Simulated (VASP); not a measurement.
A run of VASP 6.6.1:

The input INCAR:

```
PREC     = Accurate       # precision mode
ENCUT    = 520            # plane-wave cutoff, eV
EDIFF    = 1E-6           # SCF threshold, eV
ISMEAR   = 0              # smearing method
SIGMA    = 0.02           # smearing width, eV
LREAL    = False          # projectors in reciprocal space
LASPH    = True           # aspherical terms in the spheres
NELM     = 80             # most SCF steps
ALGO     = Normal         # electronic algorithm
ISIF     = 2              # what is computed and relaxed
LWAVE    = False          # write WAVECAR
LCHARG   = True           # write CHGCAR
GGA      = PE             # functional
LELF     = True           # ELF
LVHAR    = True         
NBANDS   = 16             # bands
```

KPOINTS

```
Automatic mesh
0
Gamma
  12 12 8
```

Contents of POSCAR:

```
Se
1.0
    4.5278865773      0.0000000000      0.0000000000
   -2.2639432887      3.9212648014      0.0000000000
    0.0000000000      0.0000000000      5.0429865856
Se
3
Direct
    0.2184845763      0.0000000000      0.1666666667
    0.0000000000      0.2184845763      0.8333333333
    0.7815154237      0.7815154237      0.5000000000
```

Potentials or basis: VASP PAW PBE potentials, release 64 (Se).

Launch:

```bash
$ cat potpaw_PBE.64/Se/POTCAR > POTCAR
$ mpirun -np 1 vasp_std > vasp.out
```

Hardware: 1 thread of AMD EPYC 9R45 96-Core Processor (Zen 5) (shared host).

Question: How long does it take, and how much memory?

Answer: Run time: 72 s on 1 thread of AMD EPYC 9R45 96-Core Processor (Zen 5), on a shared host, peak memory 0.27 GiB. Counts: scf iterations 12, k points 131.
